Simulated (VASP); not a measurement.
# Rh (P6_3/mmc) in VASP: a series of runs, part 2 of 2

VASP 6.6.1.

**3. Relaxation of cell and atoms, PBE**

This run uses another cell than the first one, of 13.72 Å³/atom, 0.973 times its volume.

The input, INCAR:

```
PREC     = Accurate       # precision mode
ENCUT    = 600            # plane-wave cutoff, eV
EDIFF    = 1E-6           # SCF threshold, eV
ISMEAR   = 0              # smearing method
SIGMA    = 0.05           # smearing width, eV
LREAL    = False          # projectors in reciprocal space
LASPH    = True           # aspherical terms in the spheres
NELM     = 80             # most SCF steps
ALGO     = Fast           # electronic algorithm
ISIF     = 3              # what is computed and relaxed
LWAVE    = False          # write WAVECAR
LCHARG   = False          # write CHGCAR
GGA      = PE             # functional
IBRION   = 2              # ionic algorithm
NSW      = 80             # ionic steps
EDIFFG   = -0.03          # ionic threshold
```

The input, KPOINTS:

```
Automatic mesh
0
Gamma
  8 8 4
```

The input, POSCAR:

```
Rh
1.0
    2.6868192162      0.0000000000      0.0000000000
   -1.3434096081      2.3268536966      0.0000000000
    0.0000000000      0.0000000000      4.3884713865
Rh
2
Direct
    0.3333333333      0.6666666667      0.7500000000
    0.6666666667      0.3333333333      0.2500000000
```

Potentials or basis: VASP PAW PBE potentials, release 64 (Rh_pv).

On the command line:

```sh
$ cat potpaw_PBE.64/Rh_pv/POTCAR > POTCAR
$ mpirun -np 1 vasp_std > vasp.out
```

OUTCAR:

```text
PREC = Accurate
   ENCUT = 600
   EDIFF = 1E-6
   ISMEAR = 0
   LREAL = False
   LASPH = True
   NELM = 80
   ISIF = 3
   GGA = PE
   IBRION = 2
   NSW = 80
   EDIFFG = -0.03

 ion  position               nearest neighbor table
   1  0.333  0.667  0.750-   2 2.69   2 2.69   2 2.69   2 2.69   2 2.69   2 2.69
   2  0.667  0.333  0.250-   1 2.69   1 2.69   1 2.69   1 2.69   1 2.69   1 2.69

  LATTYP: Found a hexagonal cell.
 ALAT       =     2.6868192162
 C/A-ratio  =     1.6333333333

  Lattice vectors:

 A1 = (   2.6868192162,   0.0000000000,   0.0000000000)
 A2 = (  -1.3434096081,   2.3268536966,   0.0000000000)
 A3 = (   0.0000000000,   0.0000000000,   4.3884713865)

Analysis of symmetry for initial positions (statically):
=====================================================================
 Subroutine PRICEL returns:
 Original cell was already a primitive cell.

 Routine SETGRP: Setting up the symmetry group for a
 hexagonal supercell.

 Subroutine GETGRP returns: Found 24 space group operations
 (whereof 12 operations were pure point group operations)
 out of a pool of 24 trial point group operations.

The static configuration has the point symmetry D_3d.
 The point group associated with its full space group is D_6h.

Analysis of symmetry for dynamics (positions and initial velocities):
=====================================================================
 Subroutine PRICEL returns:
 Original cell was already a primitive cell.

 Routine SETGRP: Setting up the symmetry group for a
 hexagonal supercell.

 Subroutine GETGRP returns: Found 24 space group operations
 (whereof 12 operations were pure point group operations)
 out of a pool of 24 trial point group operations.

The dynamic configuration has the point symmetry D_3d.
 The point group associated with its full space group is D_6h.

 Subroutine INISYM returns: Found 24 space group operations
 (whereof 12 operations are pure point group operations),
 and found     1 'primitive' translations

----------------------------------------------------------------------------------------

                                     Primitive cell

  volume of cell :      27.4360

  direct lattice vectors                    reciprocal lattice vectors
     2.686819216  0.000000000  0.000000000     0.372187304  0.214882440  0.000000000
    -1.343409608  2.326853697  0.000000000     0.000000000  0.429764880  0.000000000
     0.000000000  0.000000000  4.388471387     0.000000000  0.000000000  0.227869778

  length of vectors
     2.686819216  2.686819216  4.388471387     0.429764880  0.429764880  0.227869778

  position of ions in fractional coordinates (direct lattice)
     0.333333333  0.666666667  0.750000000
     0.666666667  0.333333333  0.250000000

  ion indices of the primitive-cell ions
   primitive index   ion index
                 1           1
                 2           2

----------------------------------------------------------------------------------------

 KPOINTS: Automatic mesh
[... 47 lines left out ...]
  0.250000  0.000000  0.500000      6.000000
  0.375000 -0.000000  0.500000      6.000000
 [... further k-points ...]
   k-points           NKPTS =     30   k-points in BZ     NKDIM =     30   number of bands    NBANDS=     19
   number of dos      NEDOS =    301   number of ions     NIONS =      2
   total plane-waves  NPLWV =  20736
   dimension x,y,z NGX =    24 NGY =   24 NGZ =   36
   dimension x,y,z NGXF=    48 NGYF=   48 NGZF=   72
   ions per type =               2
   NGX,Y,Z   is equivalent  to a cutoff of  14.85, 14.85, 13.64 a.u.
   NGXF,Y,Z  is equivalent  to a cutoff of  29.70, 29.70, 27.28 a.u.
 SYSTEM =  unknown system
   PREC   = accura    normal or accurate (medium, high low for compatibility)
   ISTART =      0    job   : 0-new  1-cont  2-samecut
   ICHARG =      2    charge: 1-file 2-atom 10-const
   ISPIN  =      1    spin polarized calculation?
   LNONCOLLINEAR =      F non collinear calculations
   LSORBIT =      F    spin-orbit coupling
   LASPH  =      T    aspherical Exc in radial PAW
   ENCUT  =  600.0 eV  44.10 Ry    6.64 a.u.   5.37  5.37  8.76*2*pi/ulx,y,z
   NELM   =     80;   NELMIN=  2; NELMDL= -5     # of ELM steps
   EDIFF  = 0.1E-05   stopping-criterion for ELM
   LREAL  =      F    real-space projection
   EDIFFG = -.3E-01   stopping-criterion for IOM
   NSW    =     80    number of steps for IOM
   IBRION =      2    ionic relax: 0-MD 1-quasi-New 2-CG
   NFREE  =      1    steps in history (QN), initial steepest desc. (CG)
   ISIF   =      3    stress and relaxation
   ISYM   =      2    0-nonsym 1-usesym 2-fastsym
   POTIM  = 0.5000    time-step for ionic-motion
   TEBEG  =    0.0;   TEEND  =   0.0 temperature during run
   PSTRESS=    0.0 pullay stress
   NELECT =      30.0000    total number of electrons
   NUPDOWN=      -1.0000    fix difference up-down
   EMIN   =  10.00;   EMAX   =-10.00  energy-range for DOS
   EFERMI =   0.00;   METHOD = LEGACY
   ISMEAR =     0;   SIGMA  =   0.05  broadening in eV -4-tet -1-fermi 0-gaus
   EFERMI_NEDOS =   21; number of points for ismear=-14 and -15
   IALGO  =     68    algorithm
   IMIX   =      4    mixing-type and parameters
     AMIX     =   0.40;   BMIX     =  1.00
     AMIX_MAG =   1.60;   BMIX_MAG =  1.00
  volume/ion in A,a.u.               =      13.72        92.57
  Fermi-wavevector in a.u.,A,eV,Ry     =   1.686585  3.187184 38.702725  2.844570
  Thomas-Fermi vector in A             =   2.769224
   LORBIT       =      0    0 simple, 1 ext, 2 COOP (PROOUT), +10 PAW based schemes
   GGA     = PE    functional components
   LHFCALC =     F    Hartree Fock is set to
   AEXX    =    0.0000 exact exchange contribution
   IVDW    =     0    specifies the selected vdW correction
   LEPSILON=     F    determine dielectric tensor
   LRPA    =     F    only Hartree local field effects (RPA)
 conjugate gradient relaxation of ions
 non-spin polarized calculation
 RMM-DIIS sequential band-by-band and
 Gauss-broadening in eV      SIGMA  =   0.05
  energy-cutoff  :      600.00
  volume of cell :       27.44
 maximum number of plane-waves:       941
 NGX is ok and might be reduce to    24
   NGX = 11   NGY = 11   NGZ = 17

--------------------------------------- Ionic step        1  -------------------------------------------

 number of electron      30.0000004 magnetization

 Free energy of the ion-electron system (eV)
  ---------------------------------------------------
  ext. energy  EPLUGINS =         0.00000000
  ---------------------------------------------------
  free energy    TOTEN  =       -14.40319939 eV

  energy without entropy =      -14.39589588  energy(sigma->0) =      -14.39954763

------------------------ aborting loop because EDIFF is reached ----------------------------------------

  FORCE on cell =-STRESS in cart. coord.  units (eV):
  Direction    XX          YY          ZZ          XY          YZ          ZX
  --------------------------------------------------------------------------------------
  -------------------------------------------------------------------------------------
  Total        1.6202105      1.6202105      0.6350543      0.0000000     -0.0000000      0.0000000
  in kB       94.6152700     94.6152700     37.0852008      0.0000000     -0.0000000      0.0000000
  external PRESSURE =      75.4385803 kB  Pullay stress =       0.0000000 kB
[... 131 lines left out ...]
--------------------------------------- Ionic step        5  -------------------------------------------

 number of electron      30.0000005 magnetization

 Free energy of the ion-electron system (eV)
  ---------------------------------------------------
  ext. energy  EPLUGINS =         0.00000000
  ---------------------------------------------------
  free energy    TOTEN  =       -14.42732653 eV

  energy without entropy =      -14.42106741  energy(sigma->0) =      -14.42419697

 E-fermi :  11.5376     XC(G=0): -13.8689

 val. band max:       11.5185470353   @ k =   0.3750   0.1250   0.0000
 cond. band min:      11.5442137563   @ k =   0.5000   0.0000   0.2500
 fundamental gap:      0.0256667210
 Fermi energy:        11.5375565549

 k-point     1 :       0.0000    0.0000    0.0000
  band No.  band energies     occupation
      1     -35.5869      2.00000
      2     -34.9638      2.00000
      3     -34.9638      2.00000
      4     -34.8792      2.00000
      5     -34.8581      2.00000
      6     -34.8581      2.00000
[... 505 lines left out ...]
      6     -35.0096      2.00000
[... 11 lines left out ...]
     18      13.2073      0.00000
     19      22.7460      0.00000

 [... further k-points ...]

------------------------ aborting loop because EDIFF is reached ----------------------------------------

  FORCE on cell =-STRESS in cart. coord.  units (eV):
  Direction    XX          YY          ZZ          XY          YZ          ZX
  --------------------------------------------------------------------------------------
  -------------------------------------------------------------------------------------
  Total        0.0016230      0.0016230      0.0463840      0.0000000      0.0000000      0.0000000
  in kB        0.0922327      0.0922327      2.6359864      0.0000000      0.0000000      0.0000000
  external PRESSURE =       0.9401506 kB  Pullay stress =       0.0000000 kB
[... 17 lines left out ...]
  FREE ENERGIE OF THE ION-ELECTRON SYSTEM (eV)
  ---------------------------------------------------
  free  energy   TOTEN  =       -14.4273265298 eV

  energy  without entropy=      -14.4210674072  energy(sigma->0) =      -14.42419697

 reached required accuracy - stopping structural energy minimisation
```

Wall time 2.1 min (1 thread of Intel Xeon 8259CL, shared host); peak memory 0.17 GiB.

What came out:

```
Free energy                            : -14.4273 eV
Relaxed volume                         : 14.10 Å³/atom
Relaxed cell                           : a = 2.731 Å, b = 2.731 Å, c = 4.364 Å, α = 90.00°, β = 90.00°, γ = 120.00°
Space group after relaxing (to 0.05 Å) : P6_3/mmc (No. 194)
Energy gained by relaxing              : 12.1 meV/atom
Ionic steps                            : 5
Pressure after relaxing                : 0.1 GPa
Band gap on the k mesh                 : zero (band 15 reaches 12.18 eV, above the bottom of band 16 at 10.13 eV)
```

Step by step:
```csv
step,energy change (eV),largest force (eV/Å),pressure (GPa),volume (Å³)
1,0.0000,0.0000,7.54,27.44
2,0.0631,0.0000,-13.85,30.08
3,-0.0210,0.0000,-0.75,28.28
4,-0.0210,0.0000,-0.60,28.26
5,-0.0241,0.0000,0.09,28.19
```

Final structure:
```yaml
crystal:
  lattice:
    - [2.73130, 0.00000, 0.00000]
    - [-1.36565, 2.36537, 0.00000]
    - [0.00000, 0.00000, 4.36382]
  atoms:
    - { symbol: Rh, position: [0.33333, 0.66667, 0.75000] }
    - { symbol: Rh, position: [0.66667, 0.33333, 0.25000] }
```
